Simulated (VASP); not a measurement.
AlRu: single point with PBE+U

Crystal: AlRu.

```
Al Ru
1.0
     2.98250    0.00000    0.00000
     0.00000    2.98250    0.00000
     0.00000    0.00000    2.98250
Al Ru
1 1
Direct
  0.00000 0.00000 0.00000
  0.50000 0.50000 0.50000
```

- Program: VASP 6.6.1
- Task: single point
- Functional: PBE
- Potentials or basis: VASP PAW PBE potentials, release 64 (Al, Ru_pv)
- Cutoff: 500 eV
- k mesh: 6 × 6 × 6
- Occupations: fermi-dirac, width 0.1 eV
- Spin: no spin polarisation
- Hubbard terms: Ru d U = 6.1 eV, J = 0.51 eV
- Dipole correction: no
- LDAUTYPE: 1
- Hund's J: 0.51
- Further INCAR settings: ALGO = Normal; EDIFF = 1e-06; NBANDS = 16

```
Pressure               : 1.3 GPa
Band gap on the k mesh : zero (an odd number of electrons rules out a gap without spin polarisation)
```

Levels at points of the mesh, in eV from the Fermi level:
| k point | band 7 | band 8 | band 9 | band 10 | band 11 | band 12 |
| --- | --- | --- | --- | --- | --- | --- |
| (0.00, 0.00, 0.00) | -0.37 | -0.37 | -0.37 | 6.45 | 6.45 | 6.45 |
| (0.50, 0.00, 0.00) | -2.09 | -2.06 | -0.13 | 3.12 | 7.72 | 11.46 |
| (0.50, 0.50, 0.00) | -1.69 | -1.04 | -1.04 | 2.44 | 6.01 | 6.12 |
| (0.50, 0.50, 0.50) | 2.54 | 2.54 | 2.86 | 4.57 | 4.57 | 4.57 |

Eigenvalues of the final occupation matrices:
```tsv
site	spin	trace	eigenvalues
site 2 d	1	3.21	0.48 0.48 0.75 0.75 0.75
site 2 d	2	3.21	0.48 0.48 0.75 0.75 0.75
```

Run time: 16 s on 1 thread of Intel Xeon 8259CL (shared host), peak memory 0.14 GiB.

Caveat: U without spin polarisation on a metal has little footing; the U is typed as a test and isn't derived for this compound.
